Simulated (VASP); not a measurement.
Wanted: the native input for a VASP 6.6.1 run.

| Item | Value |
| --- | --- |
| Task | single point |
| Functional | PBE |
| Potentials or basis | VASP PAW PBE potentials, release 64 (Si, C) |
| Cutoff | 520 eV |
| k mesh | 6 × 6 × 4 |
| Occupations | gaussian, width 0.1 eV |
| Spin | no spin polarisation |
| Dipole correction | no |
| Further INCAR settings | ALGO = Normal; EDIFF = 1e-06; NBANDS = 21 |

The structure of SiC lies in POSCAR:

```
SiC
1.0
    5.3708260158      0.0000000000      0.0000000000
   -2.6854130079      4.6512717690      0.0000000000
    0.0000000000      0.0000000000      3.8934084918
Si C
3 3
Direct
    0.5000000000      0.0000000000      0.5000000000
    0.0000000000      0.5000000000      0.5000000000
    0.5000000000      0.5000000000      0.5000000000
    0.0000000000      0.0000000000      0.5000000000
    0.0000000000      0.0000000000      0.8364604233
    0.0000000000      0.0000000000      0.1635395767
```

These files were run (other wordings do the same):

INCAR

```
SYSTEM = SiC
PREC = Accurate
ENCUT = 520
EDIFF = 1E-6
ISMEAR = 0
SIGMA = 0.1
LREAL = .FALSE.
LASPH = .TRUE.
NELM = 60
ALGO = Normal
ISIF = 2
LWAVE = .FALSE.
LCHARG = .TRUE.
GGA = PE
LELF = .TRUE.
LVHAR = .TRUE.
NBANDS = 21
```

KPOINTS

```
regular mesh
0
G
  6 6 4
  0 0 0
```

Potentials or basis: VASP PAW PBE potentials, release 64 (Si, C).

Launch:

```bash
$ cat potpaw_PBE.64/Si/POTCAR potpaw_PBE.64/C/POTCAR > POTCAR
$ mpirun -np 1 vasp_std > vasp.out
```

Results of the run:

```
Pressure               : -0.1 GPa
Largest force          : 0.032 eV/Å
Band gap on the k mesh : zero (band 12 reaches 5.91 eV, above the bottom of band 13 at 3.94 eV)
```

Caveat: the k points lie up to 0.40 Å⁻¹ apart.

It took 31 s on 1 thread of Intel(R) Xeon(R) Platinum 8488C (Sapphire Rapids) (shared host), peak memory 0.21 GiB.
